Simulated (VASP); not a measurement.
# Li (Pm-3m) in VASP: further runs

Runs on Li. Level: PBE. Tasks: single point.

Everything below comes from runs of VASP 6.6.1. Logs are shortened: lines on timing, memory, paths and dates and some standing lists are left out, and cuts for length are marked.

### 1 The cell of the first run

Symmetry: Pm-3m, No. 221, cubic system. Conventional cell: a = 2.166 Å, b = 2.166 Å, c = 2.166 Å, α = 90.00°, β = 90.00°, γ = 90.00°. Within 2.9 Å of Li (site symmetry m-3m) lie 6 Li at 2.17 Å.

This isn't the form of Li at room conditions, which is bcc.

### 2 Single point, PBE (10.17 Å³/atom)

POSCAR

```
Li
1.0
    2.1664711285      0.0000000000      0.0000000000
    0.0000000000      2.1664711285      0.0000000000
    0.0000000000      0.0000000000      2.1664711285
Li
1
Direct
    0.0000000000      0.0000000000      0.0000000000
```

INCAR.step1

```
PREC = Accurate
ENCUT = 520
EDIFF = 1E-7
ISMEAR = -1
SIGMA = 0.05
LREAL = F
LASPH = T
NELM = 80
ALGO = Normal
ISIF = 2
LWAVE = F
LCHARG = T
GGA = PE
NBANDS = 8
```

KPOINTS.step1

```
Automatic mesh
0
Gamma
  14 14 14
```

INCAR.step2

```
PREC = Accurate
ENCUT = 520
EDIFF = 1E-7
ISMEAR = -5
SIGMA = 0.05
LREAL = F
LASPH = T
NELM = 80
ALGO = Normal
ISIF = 2
LWAVE = F
LCHARG = F
GGA = PE
LORBIT = 11
NBANDS = 8
NEDOS = 2001
ICHARG = 11
```

KPOINTS.step2

```
Automatic mesh
0
Gamma
  21 21 21
```

Potentials or basis: VASP PAW PBE potentials, release 64 (Li_sv).

On the command line:

```console
> cat potpaw_PBE.64/Li_sv/POTCAR > POTCAR
> cp INCAR.step1 INCAR
> cp KPOINTS.step1 KPOINTS
> mpirun -np 1 vasp_std > vasp.out
> cp INCAR.step2 INCAR
> cp KPOINTS.step2 KPOINTS
> mpirun -np 1 vasp_std > vasp.out
```

OUTCAR:

```text
PREC = Accurate
   ENCUT = 520
   EDIFF = 1E-7
   ISMEAR = -5
   LREAL = F
   LASPH = T
   NELM = 80
   ISIF = 2
   GGA = PE
   LORBIT = 11
   ICHARG = 11

 ion  position               nearest neighbor table
   1  0.000  0.000  0.000-

  LATTYP: Found a simple cubic cell.
 ALAT       =     2.1664711285

  Lattice vectors:

 A1 = (   2.1664711285,   0.0000000000,   0.0000000000)
 A2 = (   0.0000000000,   2.1664711285,   0.0000000000)
 A3 = (   0.0000000000,   0.0000000000,   2.1664711285)

Analysis of symmetry for initial positions (statically):
=====================================================================
 Subroutine PRICEL returns:
 Original cell was already a primitive cell.

 Routine SETGRP: Setting up the symmetry group for a
 simple cubic supercell.

 Subroutine GETGRP returns: Found 48 space group operations
 (whereof 48 operations were pure point group operations)
 out of a pool of 48 trial point group operations.

The static configuration has the point symmetry O_h .

Analysis of symmetry for dynamics (positions and initial velocities):
=====================================================================
 Subroutine PRICEL returns:
 Original cell was already a primitive cell.

 Routine SETGRP: Setting up the symmetry group for a
 simple cubic supercell.

 Subroutine GETGRP returns: Found 48 space group operations
 (whereof 48 operations were pure point group operations)
 out of a pool of 48 trial point group operations.

The dynamic configuration has the point symmetry O_h .

 Subroutine INISYM returns: Found 48 space group operations
 (whereof 48 operations are pure point group operations),
 and found     1 'primitive' translations

----------------------------------------------------------------------------------------

                                     Primitive cell

  volume of cell :      10.1685

  direct lattice vectors                    reciprocal lattice vectors
     2.166471129  0.000000000  0.000000000     0.461580118  0.000000000  0.000000000
     0.000000000  2.166471129  0.000000000     0.000000000  0.461580118  0.000000000
     0.000000000  0.000000000  2.166471129     0.000000000  0.000000000  0.461580118

  length of vectors
     2.166471129  2.166471129  2.166471129     0.461580118  0.461580118  0.461580118

  position of ions in fractional coordinates (direct lattice)
     0.000000000  0.000000000  0.000000000

  ion indices of the primitive-cell ions
   primitive index   ion index
                 1           1

----------------------------------------------------------------------------------------

 KPOINTS: Automatic mesh

Automatic generation of k-mesh.
 Grid dimensions read from file:
 generate k-points for:   21   21   21

 Generating k-lattice:

  Cartesian coordinates                     Fractional coordinates (reciprocal lattice)
     0.021980006  0.000000000  0.000000000     0.047619048  0.000000000  0.000000000
     0.000000000  0.021980006  0.000000000     0.000000000  0.047619048  0.000000000
     0.000000000  0.000000000  0.021980006     0.000000000  0.000000000  0.047619048

  Length of vectors
     0.021980006  0.021980006  0.021980006

  Shift w.r.t. Gamma in fractional coordinates (k-lattice)
     0.000000000  0.000000000  0.000000000

 TETIRR: Found   4601 inequivalent tetrahedra from    55566

 Subroutine IBZKPT returns following result:
 ===========================================

 Found    286 irreducible k-points:

 Following reciprocal coordinates:
            Coordinates               Weight
  0.000000  0.000000  0.000000      1.000000
  0.047619  0.000000  0.000000      6.000000
  0.095238  0.000000  0.000000      6.000000
  0.142857  0.000000  0.000000      6.000000
  0.190476  0.000000  0.000000      6.000000
  0.238095  0.000000  0.000000      6.000000
[... 16 lines left out ...]
  0.142857  0.095238  0.000000     24.000000
  0.190476  0.095238  0.000000     24.000000
 [... further k-points ...]
   k-points           NKPTS =    286   k-points in BZ     NKDIM =    286   number of bands    NBANDS=      8
   number of dos      NEDOS =   2001   number of ions     NIONS =      1
   total plane-waves  NPLWV =   4096
   dimension x,y,z NGX =    16 NGY =   16 NGZ =   16
   dimension x,y,z NGXF=    32 NGYF=   32 NGZF=   32
   ions per type =               1
   NGX,Y,Z   is equivalent  to a cutoff of  12.28, 12.28, 12.28 a.u.
   NGXF,Y,Z  is equivalent  to a cutoff of  24.56, 24.56, 24.56 a.u.
 SYSTEM =  unknown system
   PREC   = accura    normal or accurate (medium, high low for compatibility)
   ISTART =      0    job   : 0-new  1-cont  2-samecut
   ICHARG =     11    charge: 1-file 2-atom 10-const
   ISPIN  =      1    spin polarized calculation?
   LNONCOLLINEAR =      F non collinear calculations
   LSORBIT =      F    spin-orbit coupling
   LASPH  =      T    aspherical Exc in radial PAW
   ENCUT  =  520.0 eV  38.22 Ry    6.18 a.u.   4.03  4.03  4.03*2*pi/ulx,y,z
   NELM   =     80;   NELMIN=  2; NELMDL=  0     # of ELM steps
   EDIFF  = 0.1E-06   stopping-criterion for ELM
   LREAL  =      F    real-space projection
   EDIFFG = 0.1E-05   stopping-criterion for IOM
   NSW    =      0    number of steps for IOM
   IBRION =     -1    ionic relax: 0-MD 1-quasi-New 2-CG
   NFREE  =      0    steps in history (QN), initial steepest desc. (CG)
   ISIF   =      2    stress and relaxation
   ISYM   =      2    0-nonsym 1-usesym 2-fastsym
   POTIM  = 0.5000    time-step for ionic-motion
   TEBEG  =    0.0;   TEEND  =   0.0 temperature during run
   PSTRESS=    0.0 pullay stress
   NELECT =       3.0000    total number of electrons
   NUPDOWN=      -1.0000    fix difference up-down
   EMIN   =  10.00;   EMAX   =-10.00  energy-range for DOS
   EFERMI =   0.00;   METHOD = LEGACY
   ISMEAR =    -5;   SIGMA  =   0.05  broadening in eV -4-tet -1-fermi 0-gaus
   EFERMI_NEDOS =   21; number of points for ismear=-14 and -15
   IALGO  =     38    algorithm
   IMIX   =      4    mixing-type and parameters
     AMIX     =   0.40;   BMIX     =  1.00
     AMIX_MAG =   1.60;   BMIX_MAG =  1.00
  volume/ion in A,a.u.               =      10.17        68.62
  Fermi-wavevector in a.u.,A,eV,Ry     =   1.089839  2.059497 16.160307  1.187749
  Thomas-Fermi vector in A             =   2.226051
   LORBIT       =     11    0 simple, 1 ext, 2 COOP (PROOUT), +10 PAW based schemes
   GGA     = PE    functional components
   LHFCALC =     F    Hartree Fock is set to
   AEXX    =    0.0000 exact exchange contribution
   IVDW    =     0    specifies the selected vdW correction
   LEPSILON=     F    determine dielectric tensor
   LRPA    =     F    only Hartree local field effects (RPA)
 non-spin polarized calculation
 Fermi weights with tetrahedron method with Bloechl corrections
  energy-cutoff  :      520.00
  volume of cell :       10.17
 maximum number of plane-waves:       288

 number of electron       3.0000000 magnetization

 Free energy of the ion-electron system (eV)
  ---------------------------------------------------
  ext. energy  EPLUGINS =         0.00000000
  ---------------------------------------------------
  free energy    TOTEN  =        -1.26769634 eV

  energy without entropy =       -1.26769634  energy(sigma->0) =       -1.26769634

 E-fermi :   3.2281     XC(G=0):  -8.9616

 val. band max:        3.1975439125   @ k =   0.3333   0.2857   0.1429
 cond. band min:       3.2451817319   @ k =   0.3810   0.2857   0.0000
 fundamental gap:      0.0476378193
 Fermi energy:         3.2280637209

 k-point     1 :       0.0000    0.0000    0.0000
  band No.  band energies     occupation
      1     -43.0543      2.00000
      2      -0.8129      2.00000
      3      22.3413      0.00000
      4      22.3413      0.00000
      5      22.3413      0.00000
      6      25.5663      0.00000
      7      25.5663      0.00000
      8      37.5947      0.00000

 k-point     2 :       0.0476    0.0000    0.0000
  band No.  band energies     occupation
      1     -43.0497      2.00000
      2      -0.7765      2.00000
      3      21.0916      0.00000
      4      22.4068      0.00000
      5      22.4068      0.00000
      6      25.6380      0.00000
      7      26.9464      0.00000
      8      37.4759      0.00000

 k-point     3 :       0.0952    0.0000    0.0000
  band No.  band energies     occupation
      1     -43.0366      2.00000
      2      -0.6683      2.00000
      3      19.0880      0.00000
      4      22.6028      0.00000
      5      22.6028      0.00000
      6      25.8527      0.00000
      7      29.3168      0.00000
      8      37.1553      0.00000

 k-point     4 :       0.1429    0.0000    0.0000
  band No.  band energies     occupation
      1     -43.0160      2.00000
      2      -0.4921      2.00000
      3      17.1074      0.00000
      4      22.9269      0.00000
      5      22.9269      0.00000
      6      26.2103      0.00000
      7      31.7807      0.00000
      8      36.7809      0.00000

 k-point     5 :       0.1905    0.0000    0.0000
  band No.  band energies     occupation
      1     -42.9896      2.00000
      2      -0.2504      2.00000
      3      15.2598      0.00000
      4      23.3752      0.00000
      5      23.3752      0.00000
      6      26.7099      0.00000
      7      33.6508      0.00000
      8      37.0080      0.00000
[... 177 lines left out ...]
 k-point    22 :       0.0952    0.0952    0.0000
  band No.  band energies     occupation
      1     -43.0192      2.00000
      2      -0.5181      2.00000
      3      18.3028      0.00000
      4      20.6638      0.00000
      5      22.8638      0.00000
      6      28.2377      0.00000
      7      30.6962      0.00000
      8      36.5515      0.00000

 k-point    23 :       0.1429    0.0952    0.0000
  band No.  band energies     occupation
      1     -42.9988      2.00000
      2      -0.3335      2.00000
      3      16.8186      0.00000
      4      20.5512      0.00000
      5      23.1873      0.00000
      6      28.9657      0.00000
      7      32.7125      0.00000
      8      35.9768      0.00000

 k-point    24 :       0.1905    0.0952    0.0000
  band No.  band energies     occupation
      1     -42.9727      2.00000
      2      -0.0805      2.00000
      3      15.1373      0.00000
      4      20.8664      0.00000
      5      23.6347      0.00000
      6      29.5341      0.00000
      7      33.9553      0.00000
      8      36.3612      0.00000

 [... further k-points ...]
[... 5 lines left out ...]
  --------------------------------------------------------------------------------------
  -------------------------------------------------------------------------------------
  Total        1.6988638      1.6988638      1.6988638     -0.0000000     -0.0000000      0.0000000
  in kB      267.6766094    267.6766094    267.6766094     -0.0000000     -0.0000000      0.0000000
  external PRESSURE =     267.6766094 kB  Pullay stress =       0.0000000 kB

 VOLUME and BASIS-vectors are now :
 -----------------------------------------------------------------------------
  energy-cutoff  :      520.00
  volume of cell :       10.17
      direct lattice vectors                 reciprocal lattice vectors
     2.166471129  0.000000000  0.000000000     0.461580118  0.000000000  0.000000000
     0.000000000  2.166471129  0.000000000     0.000000000  0.461580118  0.000000000
     0.000000000  0.000000000  2.166471129     0.000000000  0.000000000  0.461580118

 POSITION                                       TOTAL-FORCE (eV/Angst)
 -----------------------------------------------------------------------------------
      0.00000      0.00000      0.00000         0.000000      0.000000      0.000000
 -----------------------------------------------------------------------------------
    total drift:                               -0.000000      0.000000      0.000000

  FREE ENERGIE OF THE ION-ELECTRON SYSTEM (eV)
  ---------------------------------------------------
  free  energy   TOTEN  =        -1.2676963440 eV

  energy  without entropy=       -1.2676963440  energy(sigma->0) =       -1.26769634

 total charge

# of ion       s       p       d       tot
------------------------------------------
    1        2.065   0.111   0.000   2.176
```

Wall time 32 s (1 thread of AMD EPYC 7R13, shared host); peak memory 0.09 GiB.

Results:

```
Valence electrons inside the program's atomic spheres : Li 2.18
```

Caveat: the cutoff is under 1.25 times the usual one of these potentials, so pressure, stress and relaxed cells hold a basis-set (Pulay) error; tetrahedron occupations give inexact forces and stress in metals.

### 3 Single point, PBE

This run uses another cell than the first one, of 20.34 Å³/atom.

POSCAR

```
Li
1.0
    2.7295825788      0.0000000000      0.0000000000
    0.0000000000      2.7295825788      0.0000000000
    0.0000000000      0.0000000000      2.7295825788
Li
1
Direct
    0.0000000000      0.0000000000      0.0000000000
```

INCAR.step1

```
PREC = Accurate
ENCUT = 520
EDIFF = 1E-6
ISMEAR = -1
SIGMA = 0.05
LREAL = F
LASPH = T
NELM = 100
ALGO = Normal
ISIF = 2
LWAVE = F
LCHARG = T
GGA = PE
NBANDS = 8
```

KPOINTS.step1

```
regular mesh
0
Gamma
  14 14 14
```

INCAR.step2

```
PREC = Accurate
ENCUT = 520
EDIFF = 1E-6
ISMEAR = -5
SIGMA = 0.05
LREAL = F
LASPH = T
NELM = 100
ALGO = Normal
ISIF = 2
LWAVE = F
LCHARG = F
GGA = PE
LORBIT = 11
NBANDS = 8
NEDOS = 1001
ICHARG = 11
```

KPOINTS.step2

```
regular mesh
0
Gamma
  21 21 21
```

Potentials or basis: VASP PAW PBE potentials, release 64 (Li_sv).

On the command line:

```console
> cat potpaw_PBE.64/Li_sv/POTCAR > POTCAR
> cp INCAR.step1 INCAR
> cp KPOINTS.step1 KPOINTS
> mpirun -np 1 vasp_std > vasp.out
> cp INCAR.step2 INCAR
> cp KPOINTS.step2 KPOINTS
> mpirun -np 1 vasp_std > vasp.out
```

OUTCAR:

```text
PREC = Accurate
   ENCUT = 520
   EDIFF = 1E-6
   ISMEAR = -5
   LREAL = F
   LASPH = T
   NELM = 100
   ISIF = 2
   GGA = PE
   LORBIT = 11
   ICHARG = 11

 ion  position               nearest neighbor table
   1  0.000  0.000  0.000-

  LATTYP: Found a simple cubic cell.
 ALAT       =     2.7295825788

  Lattice vectors:

 A1 = (   2.7295825788,   0.0000000000,   0.0000000000)
 A2 = (   0.0000000000,   2.7295825788,   0.0000000000)
[... 439 lines left out ...]
      3       8.0063      0.00000
      4      11.5489      0.00000
      5      13.3454      0.00000
      6      17.2136      0.00000
      7      19.6995      0.00000
      8      21.4692      0.00000

 [... further k-points ...]
[... 5 lines left out ...]
  --------------------------------------------------------------------------------------
  -------------------------------------------------------------------------------------
  Total       -0.0110609     -0.0110609     -0.0110609      0.0000000     -0.0000000      0.0000000
  in kB       -0.8713871     -0.8713871     -0.8713871      0.0000000     -0.0000000      0.0000000
  external PRESSURE =      -0.8713871 kB  Pullay stress =       0.0000000 kB

 VOLUME and BASIS-vectors are now :
 -----------------------------------------------------------------------------
  energy-cutoff  :      520.00
  volume of cell :       20.34
      direct lattice vectors                 reciprocal lattice vectors
     2.729582579  0.000000000  0.000000000     0.366356383  0.000000000  0.000000000
     0.000000000  2.729582579  0.000000000     0.000000000  0.366356383  0.000000000
     0.000000000  0.000000000  2.729582579     0.000000000  0.000000000  0.366356383

 POSITION                                       TOTAL-FORCE (eV/Angst)
 -----------------------------------------------------------------------------------
      0.00000      0.00000      0.00000         0.000000      0.000000      0.000000
 -----------------------------------------------------------------------------------
    total drift:                               -0.000000     -0.000000     -0.000000

  FREE ENERGIE OF THE ION-ELECTRON SYSTEM (eV)
  ---------------------------------------------------
  free  energy   TOTEN  =        -1.7857795811 eV

  energy  without entropy=       -1.7857795811  energy(sigma->0) =       -1.78577958

 total charge

# of ion       s       p       d       tot
------------------------------------------
    1        2.032   0.044   0.000   2.076
```

OSZICAR.step1:

```text
N       E                     dE             d eps       ncg     rms          rms(c)
DAV:   1    -0.400958530390E-01   -0.40096E-01   -0.68461E+02  2016   0.257E+02
DAV:   2    -0.174899310611E+01   -0.17089E+01   -0.16828E+01  2696   0.339E+01
DAV:   3    -0.178972908085E+01   -0.40736E-01   -0.40707E-01  2272   0.351E+00
DAV:   4    -0.179073126167E+01   -0.10022E-02   -0.10022E-02  2856   0.403E-01
DAV:   5    -0.179073389325E+01   -0.26316E-05   -0.26316E-05  2280   0.176E-02    0.279E-01
DAV:   6    -0.178887404325E+01    0.18598E-02   -0.47109E-04  2976   0.832E-02    0.161E-01
DAV:   7    -0.178782311872E+01    0.10509E-02   -0.12428E-03  2960   0.128E-01    0.393E-02
DAV:   8    -0.178781645884E+01    0.66599E-05   -0.12623E-05  2160   0.249E-02    0.170E-03
DAV:   9    -0.178781667777E+01   -0.21893E-06   -0.11355E-06  2264   0.880E-03
   1 F= -.17878167E+01 E0= -.17863584E+01  d E =-.291648E-02
```

Wall time 52 s (1 thread of AMD EPYC 7R13, shared host); peak memory 0.11 GiB.

What came out:

```
Valence electrons inside the program's atomic spheres : Li 2.08
```

Levels at points of the mesh, in eV from the Fermi level:
| k point | band 1 | band 2 | band 3 | band 4 | band 5 |
| --- | --- | --- | --- | --- | --- |
| (0.00, 0.00, 0.00) | -46.78 | -3.49 | 11.98 | 11.98 | 11.98 |

Caveat: the cutoff is under 1.25 times the usual one of these potentials, so pressure, stress and relaxed cells hold a basis-set (Pulay) error; tetrahedron occupations give inexact forces and stress in metals.
